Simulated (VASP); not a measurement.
# Sr (Fm-3m) in VASP: notebook

Runs on Sr. Level: PBEsol. Tasks: single point.

All numbers are computed with VASP 6.6.1; they aren't measurements. Logs are shortened: lines on timing, memory, paths and dates and some standing lists are left out, and cuts for length are marked.

## Step 1: The cell of the first run

It takes space group Fm-3m (No. 225, cubic). Conventional cell: a = 5.669 Å, b = 5.669 Å, c = 5.669 Å, α = 90.00°, β = 90.00°, γ = 90.00°. Within 5.3 Å of Sr (site symmetry m-3m) lie 12 Sr at 4.01 Å.

## Step 2: Single point, PBEsol (volume scaled by 0.88)

The input, INCAR:

```
PREC = Accurate
ENCUT = 520
EDIFF = 1E-6
ISMEAR = 0
SIGMA = 0.1
LREAL = F
LASPH = T
NELM = 80
ALGO = Fast
ISIF = 2
LWAVE = F
LCHARG = F
GGA = PS
NBANDS = 11
```

The input, KPOINTS:

```
regular mesh
0
Gamma
  12 12 12
```

The input, POSCAR:

```
Sr
1.0
    0.0000000000      2.8345267476      2.8345267476
    2.8345267476      0.0000000000      2.8345267476
    2.8345267476      2.8345267476      0.0000000000
Sr
1
Direct
    0.0000000000      0.0000000000      0.0000000000
```

Potentials or basis: VASP PAW PBE potentials, release 64 (Sr_sv).

Run with:

```bash
cat potpaw_PBE.64/Sr_sv/POTCAR > POTCAR
mpirun -np 1 vasp_std > vasp.out
```

OUTCAR:

```text
PREC = Accurate
   ENCUT = 520
   EDIFF = 1E-6
   ISMEAR = 0
   LREAL = F
   LASPH = T
   NELM = 80
   ISIF = 2
   GGA = PS

 ion  position               nearest neighbor table
   1  0.000  0.000  0.000-

  LATTYP: Found a face centered cubic cell.
 ALAT       =     5.6690534952

  Lattice vectors:

 A1 = (   0.0000000000,   2.8345267476,   2.8345267476)
 A2 = (   2.8345267476,   0.0000000000,   2.8345267476)
 A3 = (   2.8345267476,   2.8345267476,   0.0000000000)

Analysis of symmetry for initial positions (statically):
=====================================================================
 Subroutine PRICEL returns:
 Original cell was already a primitive cell.

 Routine SETGRP: Setting up the symmetry group for a
 face centered cubic supercell.

 Subroutine GETGRP returns: Found 48 space group operations
 (whereof 48 operations were pure point group operations)
 out of a pool of 48 trial point group operations.

The static configuration has the point symmetry O_h .

Analysis of symmetry for dynamics (positions and initial velocities):
=====================================================================
 Subroutine PRICEL returns:
 Original cell was already a primitive cell.

 Routine SETGRP: Setting up the symmetry group for a
 face centered cubic supercell.

 Subroutine GETGRP returns: Found 48 space group operations
 (whereof 48 operations were pure point group operations)
 out of a pool of 48 trial point group operations.

The dynamic configuration has the point symmetry O_h .

 Subroutine INISYM returns: Found 48 space group operations
 (whereof 48 operations are pure point group operations),
 and found     1 'primitive' translations

----------------------------------------------------------------------------------------

                                     Primitive cell

  volume of cell :      45.5482

  direct lattice vectors                    reciprocal lattice vectors
     0.000000000  2.834526748  2.834526748    -0.176396289  0.176396289  0.176396289
     2.834526748  0.000000000  2.834526748     0.176396289 -0.176396289  0.176396289
     2.834526748  2.834526748  0.000000000     0.176396289  0.176396289 -0.176396289

  length of vectors
     4.008626169  4.008626169  4.008626169     0.305527335  0.305527335  0.305527335

  position of ions in fractional coordinates (direct lattice)
     0.000000000  0.000000000  0.000000000
[... 81 lines left out ...]
   NFREE  =      0    steps in history (QN), initial steepest desc. (CG)
   ISIF   =      2    stress and relaxation
   ISYM   =      2    0-nonsym 1-usesym 2-fastsym
   POTIM  = 0.5000    time-step for ionic-motion
   TEBEG  =    0.0;   TEEND  =   0.0 temperature during run
   PSTRESS=    0.0 pullay stress
   NELECT =      10.0000    total number of electrons
   NUPDOWN=      -1.0000    fix difference up-down
   EMIN   =  10.00;   EMAX   =-10.00  energy-range for DOS
   EFERMI =   0.00;   METHOD = LEGACY
   ISMEAR =     0;   SIGMA  =   0.10  broadening in eV -4-tet -1-fermi 0-gaus
   EFERMI_NEDOS =   21; number of points for ismear=-14 and -15
   IALGO  =     68    algorithm
   IMIX   =      4    mixing-type and parameters
     AMIX     =   0.40;   BMIX     =  1.00
     AMIX_MAG =   1.60;   BMIX_MAG =  1.00
  volume/ion in A,a.u.               =      45.55       307.37
  Fermi-wavevector in a.u.,A,eV,Ry     =   0.987607  1.866307 13.270689  0.975368
  Thomas-Fermi vector in A             =   2.119074
   LORBIT       =      0    0 simple, 1 ext, 2 COOP (PROOUT), +10 PAW based schemes
   GGA     = PS    functional components
   LHFCALC =     F    Hartree Fock is set to
   AEXX    =    0.0000 exact exchange contribution
   IVDW    =     0    specifies the selected vdW correction
   LEPSILON=     F    determine dielectric tensor
   LRPA    =     F    only Hartree local field effects (RPA)
 non-spin polarized calculation
 RMM-DIIS sequential band-by-band and
 Gauss-broadening in eV      SIGMA  =   0.10
  energy-cutoff  :      520.00
  volume of cell :       45.55
 maximum number of plane-waves:      1245
 NGX is ok and might be reduce to    30
   NGX = 15   NGY = 15   NGZ = 15

 number of electron      10.0000000 magnetization

 Free energy of the ion-electron system (eV)
  ---------------------------------------------------
  ext. energy  EPLUGINS =         0.00000000
  ---------------------------------------------------
  free energy    TOTEN  =        -1.80474680 eV

  energy without entropy =       -1.80082051  energy(sigma->0) =       -1.80278365

 E-fermi :   2.2085     XC(G=0):  -8.0414

 val. band max:        2.1197471696   @ k =  -0.2500   0.5000   0.2500
 cond. band min:       2.2160686503   @ k =  -0.3333   0.3333   0.1667
 fundamental gap:      0.0963214807
 Fermi energy:         2.2085158326

 k-point     1 :       0.0000    0.0000    0.0000
  band No.  band energies     occupation
      1     -34.0112      2.00000
      2     -15.8595      2.00000
      3     -15.8595      2.00000
      4     -15.8595      2.00000
      5      -1.7586      2.00000
      6       4.7026      0.00000
      7       4.7026      0.00000
      8       4.7026      0.00000
      9       6.5086      0.00000
     10       6.5086      0.00000
     11       9.8845      0.00000
[... 309 lines left out ...]
 k-point    24 :      -0.4167    0.1667    0.0000
  band No.  band energies     occupation
      1     -33.9739      2.00000
      2     -16.2061      2.00000
      3     -15.9794      2.00000
      4     -15.9235      2.00000
      5       1.3743      2.00000
      6       2.4475      0.00072
      7       3.8536      0.00000
      8       4.9129      0.00000
      9       7.4200      0.00000
     10       7.8827      0.00000
     11       8.7832      0.00000

 [... further k-points ...]

------------------------ aborting loop because EDIFF is reached ----------------------------------------

  FORCE on cell =-STRESS in cart. coord.  units (eV):
  Direction    XX          YY          ZZ          XY          YZ          ZX
  --------------------------------------------------------------------------------------
  -------------------------------------------------------------------------------------
  Total        0.5928868      0.5928868      0.5928868      0.0000000      0.0000000     -0.0000000
  in kB       20.8550234     20.8550234     20.8550234      0.0000000      0.0000000     -0.0000000
  external PRESSURE =      20.8550234 kB  Pullay stress =       0.0000000 kB

 VOLUME and BASIS-vectors are now :
 -----------------------------------------------------------------------------
  energy-cutoff  :      520.00
  volume of cell :       45.55
      direct lattice vectors                 reciprocal lattice vectors
     0.000000000  2.834526748  2.834526748    -0.176396289  0.176396289  0.176396289
     2.834526748  0.000000000  2.834526748     0.176396289 -0.176396289  0.176396289
     2.834526748  2.834526748  0.000000000     0.176396289  0.176396289 -0.176396289

 POSITION                                       TOTAL-FORCE (eV/Angst)
 -----------------------------------------------------------------------------------
      0.00000      0.00000      0.00000         0.000000      0.000000      0.000000
 -----------------------------------------------------------------------------------
    total drift:                               -0.000000     -0.000000     -0.000000

  FREE ENERGIE OF THE ION-ELECTRON SYSTEM (eV)
  ---------------------------------------------------
  free  energy   TOTEN  =        -1.8047467965 eV

  energy  without entropy=       -1.8008205060  energy(sigma->0) =       -1.80278365
```

Run time: 19 s. Hardware: 1 thread of AMD EPYC 9R45 (Zen 5), shared host; peak memory 0.15 GiB.

Results:

```
Free energy : -1.8047 eV
Pressure    : 2.1 GPa
```

Levels at points of the mesh, in eV from the Fermi level:
```tsv
k point	band 3	band 4	band 5	band 6	band 7	band 8
(0.00, 0.00, 0.00)	-18.07	-18.07	-3.97	2.49	2.49	2.49
(0.50, 0.00, 0.00)	-18.12	-18.12	-1.28	0.35	2.30	2.30
(0.50, 0.50, 0.00)	-18.20	-18.20	-0.91	0.11	1.53	5.62
```

Caveat: the PAW data sets were made with another functional, which shifts forces and pressure a little.

## Step 3: Single point, PBEsol (volume scaled by 0.91)

The input, INCAR:

```
  PREC = Accurate
  ENCUT = 520
  EDIFF = 1E-6
  ISMEAR = 0
  SIGMA = 0.1
  LREAL = False
  LASPH = True
  NELM = 60
  ALGO = Normal
  ISIF = 2
  LWAVE = False
  LCHARG = False
  GGA = PS
  NBANDS = 11
```

The input, KPOINTS:

```
Automatic mesh
0
Gamma
  12 12 12
```

The input, POSCAR:

```
Sr
1.0
    0.0000000000      2.8663780287      2.8663780287
    2.8663780287      0.0000000000      2.8663780287
    2.8663780287      2.8663780287      0.0000000000
Sr
1
Direct
    0.0000000000      0.0000000000      0.0000000000
```

Potentials or basis: VASP PAW PBE potentials, release 64 (Sr_sv).

Run with:

```bash
cat potpaw_PBE.64/Sr_sv/POTCAR > POTCAR
mpirun -np 1 vasp_std > vasp.out
```

It took 14 s on 1 thread of AMD EPYC 9R45 (Zen 5), shared host; peak memory 0.16 GiB.

It converged, with:

| Quantity | Value |
| --- | --- |
| Free energy | -1.8219 eV |
| Pressure | 1.5 GPa |

Levels at points of the mesh, in eV from the Fermi level:
```
           k point  band 3  band 4  band 5  band 6  band 7  band 8
(0.00, 0.00, 0.00)  -18.13  -18.13   -3.91    2.47    2.47    2.47
(0.50, 0.00, 0.00)  -18.18  -18.18   -1.25    0.29    2.28    2.28
(0.50, 0.50, 0.00)  -18.25  -18.25   -0.86    0.16    1.43    5.48
```

Caveat: the PAW data sets were made with another functional, which shifts forces and pressure a little.

## Step 4: Single point, PBEsol (volume scaled by 0.94)

The input, INCAR:

```
ALGO = Normal
EDIFF = 1E-6
ENCUT = 520
GGA = PS
ISIF = 2
ISMEAR = 0
LASPH = T
LCHARG = F
LREAL = F
LWAVE = F
NBANDS = 11
NELM = 100
PREC = Accurate
SIGMA = 0.1
```

The input, KPOINTS:

```
k-points
0
Gamma
  12 12 12
```

The input, POSCAR:

```
Sr
1.0
    0.0000000000      2.8975367528      2.8975367528
    2.8975367528      0.0000000000      2.8975367528
    2.8975367528      2.8975367528      0.0000000000
Sr
1
Direct
    0.0000000000      0.0000000000      0.0000000000
```

Potentials or basis: VASP PAW PBE potentials, release 64 (Sr_sv).

Run with:

```bash
cat potpaw_PBE.64/Sr_sv/POTCAR > POTCAR
mpirun -np 1 vasp_std > vasp.out
```

OUTCAR:

```text
EDIFF = 1E-6
   ENCUT = 520
   GGA = PS
   ISIF = 2
   ISMEAR = 0
   LASPH = T
   LREAL = F
   NELM = 100
   PREC = Accurate

 ion  position               nearest neighbor table
   1  0.000  0.000  0.000-

  LATTYP: Found a face centered cubic cell.
 ALAT       =     5.7950735056

  Lattice vectors:

 A1 = (   0.0000000000,   2.8975367528,   2.8975367528)
 A2 = (   2.8975367528,   0.0000000000,   2.8975367528)
 A3 = (   2.8975367528,   2.8975367528,   0.0000000000)

Analysis of symmetry for initial positions (statically):
[... 513 lines left out ...]

 [... further k-points ...]

------------------------ aborting loop because EDIFF is reached ----------------------------------------

  FORCE on cell =-STRESS in cart. coord.  units (eV):
  Direction    XX          YY          ZZ          XY          YZ          ZX
  --------------------------------------------------------------------------------------
  -------------------------------------------------------------------------------------
  Total        0.2798714      0.2798714      0.2798714      0.0000000      0.0000000      0.0000000
  in kB        9.2162088      9.2162088      9.2162088      0.0000000      0.0000000      0.0000000
  external PRESSURE =       9.2162088 kB  Pullay stress =       0.0000000 kB

 VOLUME and BASIS-vectors are now :
 -----------------------------------------------------------------------------
  energy-cutoff  :      520.00
  volume of cell :       48.65
      direct lattice vectors                 reciprocal lattice vectors
     0.000000000  2.897536753  2.897536753    -0.172560365  0.172560365  0.172560365
     2.897536753  0.000000000  2.897536753     0.172560365 -0.172560365  0.172560365
     2.897536753  2.897536753  0.000000000     0.172560365  0.172560365 -0.172560365

 POSITION                                       TOTAL-FORCE (eV/Angst)
 -----------------------------------------------------------------------------------
      0.00000      0.00000      0.00000         0.000000      0.000000      0.000000
 -----------------------------------------------------------------------------------
    total drift:                               -0.000000     -0.000000     -0.000000

  FREE ENERGIE OF THE ION-ELECTRON SYSTEM (eV)
  ---------------------------------------------------
  free  energy   TOTEN  =        -1.8334900092 eV

  energy  without entropy=       -1.8290616246  energy(sigma->0) =       -1.83127582
```

stdout:

```text
POSCAR found type information on POSCAR Sr
 POSCAR found :  1 types and       1 ions
 scaLAPACK will be used
 -----------------------------------------------------------------------------
|                                                                             |
|                                                                             |
|     You enforced a specific xc type in the INCAR file but a different       |
|     I HOPE YOU KNOW WHAT YOU ARE DOING!                                     |
|                                                                             |
 -----------------------------------------------------------------------------

 LDA part: xc-table for (Slater+PW92), standard interpolation
 POSCAR, INCAR and KPOINTS ok, starting setup
 FFT: planning ... GRIDC
 FFT: planning ... GRID_SOFT
 FFT: planning ... GRID
 WAVECAR not read
 entering main loop
```

It took 13 s on 1 thread of AMD EPYC 9R45 (Zen 5), shared host; peak memory 0.16 GiB.

What came out:

```
Free energy            : -1.8335 eV
Pressure               : 0.9 GPa
Band gap on the k mesh : 0.02 eV, direct
```

Levels at points of the mesh, in eV from the valence-band top:
| k point | band 1 | band 2 | band 3 | band 4 | band 5 | band 6 | band 7 | band 8 | band 9 | band 10 |
| --- | --- | --- | --- | --- | --- | --- | --- | --- | --- | --- |
| (0.00, 0.00, 0.00) | -36.32 | -18.19 | -18.19 | -18.19 | -3.86 | 2.44 | 2.44 | 2.44 | 4.12 | 4.12 |
| (0.50, 0.00, 0.00) | -36.30 | -18.50 | -18.24 | -18.24 | -1.23 | 0.24 | 2.26 | 2.26 | 5.33 | 5.33 |
| (0.50, 0.50, 0.00) | -36.29 | -18.48 | -18.30 | -18.30 | -0.81 | 0.20 | 1.34 | 5.35 | 5.69 | 5.69 |

Caveat: the PAW data sets were made with another functional, which shifts forces and pressure a little. A k mesh can miss the band edges.

## Step 5: Summary

```tsv
cell	pressure (GPa)
a = 4.009 Å, angles 60.0°, 1 atom	2.1
a = 4.054 Å, angles 60.0°, 1 atom	1.5
a = 4.098 Å, angles 60.0°, 1 atom	0.9
```

Alike in all rows: task single point; level PBEsol; potentials or basis VASP PAW PBE potentials, release 64 (Sr_sv); no spin polarisation; k mesh 12 × 12 × 12; cutoff (eV) 520; smearing gaussian 0.1 eV.

Caveats: the PAW data sets were made with another functional, which shifts forces and pressure a little.

Absolute energies hang on the potentials; compare differences alone.
